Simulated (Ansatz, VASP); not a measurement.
## ZnGe2N2 in VASP and in Ansatz

INCAR

```
SYSTEM = ZnGe2N2
  ALGO = Normal
  EDIFF = 1E-6
  EDIFFG = -0.01
  ENCUT = 600
  GGA = PE
  IBRION = 2
  ISIF = 3
  ISMEAR = 0
  LASPH = .True.
  LCHARG = .False.
  LREAL = .False.
  LWAVE = .False.
  NELM = 100
  NSW = 100
  PREC = Accurate
  SIGMA = 0.1
```

KPOINTS

```
k-points
0
Gamma
  12 12 8
  0 0 0
```

POSCAR

```
ZnGe2N2
1.0
    3.9811997772      0.0000000000      0.0000000000
   -1.9905998886      3.4478201446      0.0000000000
    0.0000000000      0.0000000000      5.0839754706
Zn Ge N
1 2 2
Direct
    0.3333333333      0.6666666667      0.5000000000
    0.0000000000      0.0000000000      0.0000000000
    0.0000000000      0.0000000000      0.5000000000
    0.6666666667      0.3333333333      0.5000000000
    0.3333333333      0.6666666667      0.0000000000
```

Input for Ansatz:

```yaml
crystal:
  lattice:
    - [3.9811997772, 0.0, 0.0]
    - [-1.9905998886, 3.4478201446, 0.0]
    - [0.0, 0.0, 5.0839754706]
  atoms:
    - { symbol: Zn, position: [0.3333333333, 0.6666666667, 0.5] }
    - { symbol: Ge, position: [0.0, 0.0, 0.0] }
    - { symbol: Ge, position: [0.0, 0.0, 0.5] }
    - { symbol: "N", position: [0.6666666667, 0.3333333333, 0.5] }
    - { symbol: "N", position: [0.3333333333, 0.6666666667, 0.0] }
basis:
  ecutwfc: 420
kpoints:
  mp_grid: { grid: [12, 12, 8] }
hamiltonian:
  xc: pbe
scf:
  occupations: { method: gaussian, width: 0.1 }
output:
  forces: true
  stress: true
  eigenvalues: true
relax:
  adjacent_minimum: "off"
  f_tol: 0.01
  max_steps: 80
  cell: { stress_tol: 0.05 }
```

Alike in both runs: task relaxation of cell and atoms; functional PBE; k mesh 12 × 12 × 8; occupations gaussian, width 0.1 eV; no spin polarisation.

|  | VASP | Ansatz |
| --- | --- | --- |
| version | VASP 6.6.1 | Ansatz 0.2.0 |
| potentials or method | VASP PAW PBE potentials, release 64 (Zn, Ge_d, N), cutoff 600 eV | scalar-relativistic, plane waves, PAW |
| valence electrons in the cell | 50 | 50 |

|  | VASP | Ansatz | Ansatz less VASP |
| --- | --- | --- | --- |
| gap on the k mesh at the Fermi level, each at its own relaxed structure (eV) | none | none | - |
| relaxed volume (Å³/atom) | 14.03 | 14.00 | -0.024 |
| relaxed length of the cell vector where the two differ most in proportion (Å) | 3.990 | 3.986 | -0.0040 |

A gap of «none» marks a metal or a gap that the smearing closes.
